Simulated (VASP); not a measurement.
Sb, 2 atoms in the cell. The structure is trigonal, space group R-3m (No. 166). Conventional cell: a = 4.287 Å, b = 4.287 Å, c = 11.194 Å, α = 90.00°, β = 90.00°, γ = 120.00°. Sb (site symmetry 3m) has 6 Sb at 2.89 to 3.33 Å within 3.8 Å.  This cell differs from its parent crystal: volume scaled by 0.99.

- Program: VASP 6.6.1
- Task: electric field gradients
- Functional: PBE
- Potentials or basis: VASP PAW PBE potentials, release 64 (Sb)
- Cutoff: 520 eV
- k mesh: 9 × 9 × 9
- Occupations: fermi-dirac, width 0.05 eV
- Spin: no spin polarisation
- Dipole correction: no
- Further INCAR settings: ALGO = Normal; EDIFF = 1e-08; NBANDS = 12

Potentials or basis: VASP PAW PBE potentials, release 64 (Sb).

The run is started by

```sh
$ cat potpaw_PBE.64/Sb/POTCAR > POTCAR
$ mpirun -np 1 vasp_std > vasp.out
```

Hardware: 1 thread of Intel Xeon 6975P-C, with other jobs on the host.

**Question.** How long does it take, and how much memory?

**Answer.** It took 56 s on 1 thread of Intel Xeon 6975P-C, on a shared host, peak memory 0.22 GiB. Counts: scf iterations 14, k points 85.
